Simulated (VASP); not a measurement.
# TaC in VASP: relaxation of the atoms with PBE

Aim: the relaxation of the atoms of TaC with PBE.

All numbers are computed with VASP 6.6.1; they aren't measurements. Logs are shortened: lines on timing, memory, paths and dates and some standing lists are left out, and cuts for length are marked.

## 1. The cell of the first run

The cell holds a slab with vacuum, 10 atoms: a = 3.164 Å, b = 3.164 Å, c = 26.627 Å, α = 90.00°, β = 90.00°, γ = 120.00°.

## 2. Relaxation of the atoms, PBE

Input file INCAR:

```
SYSTEM = TaC
PREC = Accurate ; ENCUT = 520
EDIFF = 1E-6 ; ISMEAR = 0
SIGMA = 0.1 ; LREAL = .False.
LASPH = .True. ; NELM = 80
ALGO = Normal ; ISIF = 2
LWAVE = .False. ; LCHARG = .False.
LDIPOL = .True. ; IDIPOL = 3
DIPOL = 0.5 0.5 0.500 ; GGA = PE
IBRION = 2 ; NSW = 80
EDIFFG = -0.02 ; KPAR = 4
```

Input file KPOINTS:

```
Automatic mesh
0
Gamma
  12 12 1
  0 0 0
```

Input file POSCAR:

```
TaC
1.0
    3.1644852942      0.0000000000      0.0000000000
   -1.5822426471      2.7405246547      0.0000000000
    0.0000000000      0.0000000000     26.6270614041
C Ta
5 5
Direct
    0.3333333333      0.6666666667      0.2816683331
    0.0000000000      0.0000000000      0.3787046295
    0.6666666667      0.3333333333      0.4757409259
    0.3333333333      0.6666666667      0.5727772223
    0.0000000000      0.0000000000      0.6698135187
    0.6666666667      0.3333333333      0.3301864813
    0.3333333333      0.6666666667      0.4272227777
    0.0000000000      0.0000000000      0.5242590741
    0.6666666667      0.3333333333      0.6212953705
    0.3333333333      0.6666666667      0.7183316669
```

Potentials or basis: VASP PAW PBE potentials, release 64 (C, Ta_pv).

Command:

```
> cat potpaw_PBE.64/C/POTCAR potpaw_PBE.64/Ta_pv/POTCAR > POTCAR
> mpirun -np 4 vasp_std > vasp.out
```

OUTCAR:

```text
SYSTEM = TaC
   PREC = Accurate
   ENCUT = 520
   EDIFF = 1E-6
   ISMEAR = 0
   LREAL = .False.
   LASPH = .True.
   NELM = 80
   ISIF = 2
   GGA = PE
   IBRION = 2
   NSW = 80
   EDIFFG = -0.02

 ion  position               nearest neighbor table
   1  0.333  0.667  0.282-   6 2.24   6 2.24   6 2.24
   2  0.000  0.000  0.379-   6 2.24   7 2.24   6 2.24   7 2.24   6 2.24   7 2.24
   3  0.667  0.333  0.476-   7 2.24   8 2.24   7 2.24   8 2.24   8 2.24   7 2.24
   4  0.333  0.667  0.573-   8 2.24   9 2.24   9 2.24   8 2.24   8 2.24   9 2.24
   5  0.000  0.000  0.670-  10 2.24   9 2.24  10 2.24   9 2.24  10 2.24   9 2.24
   6  0.667  0.333  0.330-   1 2.24   2 2.24   1 2.24   2 2.24   2 2.24   1 2.24   7 3.16   7 3.16
                             7 3.16
   7  0.333  0.667  0.427-   3 2.24   2 2.24   3 2.24   2 2.24   2 2.24   3 2.24   8 3.16   6 3.16
                             6 3.16   8 3.16   8 3.16   6 3.16
   8  0.000  0.000  0.524-   4 2.24   3 2.24   4 2.24   3 2.24   4 2.24   3 2.24   7 3.16   9 3.16
                             9 3.16   7 3.16   7 3.16   9 3.16
   9  0.667  0.333  0.621-   4 2.24   5 2.24   4 2.24   5 2.24   5 2.24   4 2.24  10 3.16   8 3.16
                            10 3.16   8 3.16   8 3.16  10 3.16
  10  0.333  0.667  0.718-   5 2.24   5 2.24   5 2.24   9 3.16   9 3.16   9 3.16

  LATTYP: Found a hexagonal cell.
 ALAT       =     3.1644852942
 C/A-ratio  =     8.4143419636

  Lattice vectors:

 A1 = (   3.1644852942,   0.0000000000,   0.0000000000)
 A2 = (  -1.5822426471,   2.7405246547,   0.0000000000)
 A3 = (   0.0000000000,   0.0000000000,  26.6270614041)

Analysis of symmetry for initial positions (statically):
=====================================================================
 Subroutine PRICEL returns:
 Original cell was already a primitive cell.

 Routine SETGRP: Setting up the symmetry group for a
 hexagonal supercell.

 Subroutine GETGRP returns: Found  6 space group operations
 (whereof  6 operations were pure point group operations)
 out of a pool of 24 trial point group operations.

The static configuration has the point symmetry C_3v.

Analysis of symmetry for dynamics (positions and initial velocities):
=====================================================================
 Subroutine PRICEL returns:
 Original cell was already a primitive cell.

 Routine SETGRP: Setting up the symmetry group for a
 hexagonal supercell.

 Subroutine GETGRP returns: Found  6 space group operations
 (whereof  6 operations were pure point group operations)
 out of a pool of 24 trial point group operations.

The dynamic configuration has the point symmetry C_3v.

 Subroutine INISYM returns: Found  6 space group operations
 (whereof  6 operations are pure point group operations),
 and found     1 'primitive' translations

----------------------------------------------------------------------------------------

                                     Primitive cell

  volume of cell :     230.9192

  direct lattice vectors                    reciprocal lattice vectors
     3.164485294  0.000000000  0.000000000     0.316007157  0.182446817  0.000000000
    -1.582242647  2.740524655  0.000000000     0.000000000  0.364893634  0.000000000
     0.000000000  0.000000000 26.627061404     0.000000000  0.000000000  0.037555778

  length of vectors
     3.164485294  3.164485294 26.627061404     0.364893634  0.364893634  0.037555778

  position of ions in fractional coordinates (direct lattice)
     0.333333333  0.666666667  0.281668333
     0.000000000  0.000000000  0.378704629
     0.666666667  0.333333333  0.475740926
     0.333333333  0.666666667  0.572777222
     0.000000000  0.000000000  0.669813519
     0.666666667  0.333333333  0.330186481
     0.333333333  0.666666667  0.427222778
     0.000000000  0.000000000  0.524259074
     0.666666667  0.333333333  0.621295371
     0.333333333  0.666666667  0.718331667

  ion indices of the primitive-cell ions
   primitive index   ion index
                 1           1
                 2           2
                 3           3
[... 31 lines left out ...]

 Found     19 irreducible k-points:

 Following reciprocal coordinates:
            Coordinates               Weight
  0.000000  0.000000  0.000000      1.000000
  0.083333 -0.000000  0.000000      6.000000
  0.166667 -0.000000  0.000000      6.000000
  0.250000 -0.000000  0.000000      6.000000
  0.333333 -0.000000  0.000000      6.000000
  0.416667  0.000000  0.000000      6.000000
[... 11 lines left out ...]
  0.333333  0.250000  0.000000     12.000000
  0.333333  0.333333  0.000000      2.000000
   k-points           NKPTS =     19   k-points in BZ     NKDIM =     19   number of bands    NBANDS=     45
   number of dos      NEDOS =    301   number of ions     NIONS =     10
   total plane-waves  NPLWV = 115200
   dimension x,y,z NGX =    24 NGY =   24 NGZ =  200
   dimension x,y,z NGXF=    48 NGYF=   48 NGZF=  400
   ions per type =               5   5
   NGX,Y,Z   is equivalent  to a cutoff of  12.61, 12.61, 12.49 a.u.
   NGXF,Y,Z  is equivalent  to a cutoff of  25.22, 25.22, 24.97 a.u.
 SYSTEM =  TaC
   PREC   = accura    normal or accurate (medium, high low for compatibility)
   ISTART =      0    job   : 0-new  1-cont  2-samecut
   ICHARG =      2    charge: 1-file 2-atom 10-const
   ISPIN  =      1    spin polarized calculation?
   LNONCOLLINEAR =      F non collinear calculations
   LSORBIT =      F    spin-orbit coupling
   LASPH  =      T    aspherical Exc in radial PAW
   ENCUT  =  520.0 eV  38.22 Ry    6.18 a.u.   5.88  5.88 49.51*2*pi/ulx,y,z
   NELM   =     80;   NELMIN=  2; NELMDL= -5     # of ELM steps
   EDIFF  = 0.1E-05   stopping-criterion for ELM
   LREAL  =      F    real-space projection
   EDIFFG = -.2E-01   stopping-criterion for IOM
   NSW    =     80    number of steps for IOM
   IBRION =      2    ionic relax: 0-MD 1-quasi-New 2-CG
   NFREE  =      1    steps in history (QN), initial steepest desc. (CG)
   ISIF   =      2    stress and relaxation
   ISYM   =      2    0-nonsym 1-usesym 2-fastsym
   POTIM  = 0.5000    time-step for ionic-motion
   TEBEG  =    0.0;   TEEND  =   0.0 temperature during run
   PSTRESS=    0.0 pullay stress
   NELECT =      75.0000    total number of electrons
   NUPDOWN=      -1.0000    fix difference up-down
   EMIN   =  10.00;   EMAX   =-10.00  energy-range for DOS
   EFERMI =   0.00;   METHOD = LEGACY
   ISMEAR =     0;   SIGMA  =   0.10  broadening in eV -4-tet -1-fermi 0-gaus
   EFERMI_NEDOS =   21; number of points for ismear=-14 and -15
   IALGO  =     38    algorithm
   IMIX   =      4    mixing-type and parameters
     AMIX     =   0.40;   BMIX     =  1.00
     AMIX_MAG =   1.60;   BMIX_MAG =  1.00
  volume/ion in A,a.u.               =      23.09       155.83
  Fermi-wavevector in a.u.,A,eV,Ry     =   1.125318  2.126543 17.229608  1.266340
  Thomas-Fermi vector in A             =   2.261994
   LORBIT       =      0    0 simple, 1 ext, 2 COOP (PROOUT), +10 PAW based schemes
   GGA     = PE    functional components
   LHFCALC =     F    Hartree Fock is set to
   AEXX    =    0.0000 exact exchange contribution
   IVDW    =     0    specifies the selected vdW correction
   LEPSILON=     F    determine dielectric tensor
   LRPA    =     F    only Hartree local field effects (RPA)
 conjugate gradient relaxation of ions
 non-spin polarized calculation
 Gauss-broadening in eV      SIGMA  =   0.10
  energy-cutoff  :      520.00
  volume of cell :      230.92
 maximum number of plane-waves:      6258
 NGX is ok and might be reduce to    24
   NGX = 11   NGY = 11   NGZ = 99

 dipolmoment           0.000000      0.000000      0.025077 electrons x Angstroem

--------------------------------------- Ionic step        1  -------------------------------------------

 number of electron      74.9999998 magnetization

 Free energy of the ion-electron system (eV)
  ---------------------------------------------------
  ext. energy  EPLUGINS =         0.00000000
  ---------------------------------------------------
  free energy    TOTEN  =      -105.90535367 eV

  energy without entropy =     -105.87509684  energy(sigma->0) =     -105.89022525

------------------------ aborting loop because EDIFF is reached ----------------------------------------

  FORCE on cell =-STRESS in cart. coord.  units (eV):
  Direction    XX          YY          ZZ          XY          YZ          ZX
  --------------------------------------------------------------------------------------
  -------------------------------------------------------------------------------------
  Total       -4.2422442     -4.2422442     -5.1443246      0.0000000      0.0000000     -0.0000000
  in kB      -29.4337915    -29.4337915    -35.6926598      0.0000000      0.0000000     -0.0000000
  external PRESSURE =     -31.5200809 kB  Pullay stress =       0.0000000 kB
[... 113 lines left out ...]
  FREE ENERGIE OF THE ION-ELECTRON SYSTEM (eV)
  ---------------------------------------------------
  free  energy   TOTEN  =      -106.5632411211 eV

  energy  without entropy=     -106.5357398924  energy(sigma->0) =     -106.54949051

[... ionic steps 4 to 9 ...]

--------------------------------------- Ionic step       10  -------------------------------------------

 number of electron      74.9999997 magnetization

------------------------ aborting loop because EDIFF is reached ----------------------------------------
[... 83 lines left out ...]
--------------------------------------- Ionic step       12  -------------------------------------------

 number of electron      74.9999997 magnetization

 dipolmoment           0.000000      0.000000     -0.117349 electrons x Angstroem

 Free energy of the ion-electron system (eV)
  ---------------------------------------------------
  ext. energy  EPLUGINS =         0.00000000
  ---------------------------------------------------
  free energy    TOTEN  =      -106.59594786 eV

  energy without entropy =     -106.56710568  energy(sigma->0) =     -106.58152677

 E-fermi :   0.7242     XC(G=0):  -7.1462

 val. band max:        0.7172639006   @ k =   0.4167   0.0833   0.0000
 cond. band min:       0.7310816073   @ k =   0.1667  -0.0000   0.0000
 fundamental gap:      0.0138177067
 Fermi energy:         0.7241795628

 k-point     1 :       0.0000    0.0000    0.0000
  band No.  band energies     occupation
      1     -34.8653      2.00000
      2     -34.6022      2.00000
      3     -34.4283      2.00000
      4     -34.4283      2.00000
      5     -34.4188      2.00000
      6     -34.2390      2.00000
[... 901 lines left out ...]
     44       3.2246      0.00000
     45       3.7420      0.00000

------------------------ aborting loop because EDIFF is reached ----------------------------------------

 vacuum level on the upper side and lower side of the slab       (xc-potential included)        -1.206         1.194

  FORCE on cell =-STRESS in cart. coord.  units (eV):
  Direction    XX          YY          ZZ          XY          YZ          ZX
  --------------------------------------------------------------------------------------
  -------------------------------------------------------------------------------------
  Total       -0.5643260     -0.5643260     -0.2677317      0.0000000      0.0000000      0.0000000
  in kB       -3.9154403     -3.9154403     -1.8575918      0.0000000      0.0000000      0.0000000
  external PRESSURE =      -3.2294908 kB  Pullay stress =       0.0000000 kB
[... 25 lines left out ...]
  FREE ENERGIE OF THE ION-ELECTRON SYSTEM (eV)
  ---------------------------------------------------
  free  energy   TOTEN  =      -106.5959478596 eV

  energy  without entropy=     -106.5671056773  energy(sigma->0) =     -106.58152677

 reached required accuracy - stopping structural energy minimisation

 vacuum level on the upper side and lower side of the slab         5.432         7.881
```

It took 9.6 min on 4 MPI ranks of AMD EPYC 7R13 (Zen 3), shared host; peak memory 0.42 GiB.

Results:

```yaml
Free_energy: -106.5959 eV
Energy_gained_by_relaxing: 69.1 meV/atom
Ionic_steps: 12
Largest_force_after_relaxing: 0.019 eV/Å
Band_gap_on_the_k_mesh: zero (an odd number of electrons rules out a gap without spin polarisation)
```

Forces in eV/Å, atoms in the order of the input:
```
C    0.000  0.000 -0.001
C    0.000  0.000 -0.002
C    0.000  0.000  0.012
C    0.000  0.000  0.010
C    0.000  0.000 -0.015
Ta   0.000  0.000  0.007
Ta   0.000  0.000  0.006
Ta   0.000  0.000  0.005
Ta   0.000  0.000 -0.005
Ta   0.000  0.000 -0.019
```

The path:
```
step  energy change (eV)  largest force (eV/Å)  pressure (GPa)
   1              0.0000                3.6671           -3.15
   2             -0.6510                1.0566           -0.52
   3             -0.6579                0.9654           -0.86
   4             -0.6882                0.1271           -0.51
   5             -0.6882                0.1341           -0.50
   6             -0.6895                0.0628           -0.52
   7             -0.6895                0.0766           -0.52
   8             -0.6900                0.0429           -0.48
   9             -0.6902                0.0393           -0.42
  10             -0.6904                0.0259           -0.39
  11             -0.6905                0.0383           -0.37
  12             -0.6906                0.0190           -0.32
```

Final structure:
```cif
data_structure
_symmetry_space_group_name_H-M 'P 1'
_symmetry_Int_Tables_number 1
_cell_length_a 3.1645
_cell_length_b 3.1645
_cell_length_c 26.6271
_cell_angle_alpha 90.000
_cell_angle_beta 90.000
_cell_angle_gamma 120.000
_cell_volume 230.92
loop_
_atom_site_label
_atom_site_type_symbol
_atom_site_fract_x
_atom_site_fract_y
_atom_site_fract_z
_atom_site_occupancy
C1 C 0.33333 0.66667 0.28789 1
C2 C 0.00000 0.00000 0.38004 1
C3 C 0.66667 0.33333 0.47578 1
C4 C 0.33333 0.66667 0.57314 1
C5 C 0.00000 0.00000 0.67203 1
Ta1 Ta 0.66667 0.33333 0.32483 1
Ta2 Ta 0.33333 0.66667 0.42578 1
Ta3 Ta 0.00000 0.00000 0.52333 1
Ta4 Ta 0.66667 0.33333 0.62237 1
Ta5 Ta 0.33333 0.66667 0.71481 1
```

Caveat: spin-orbit coupling is left out, which moves the levels of the heavy elements.
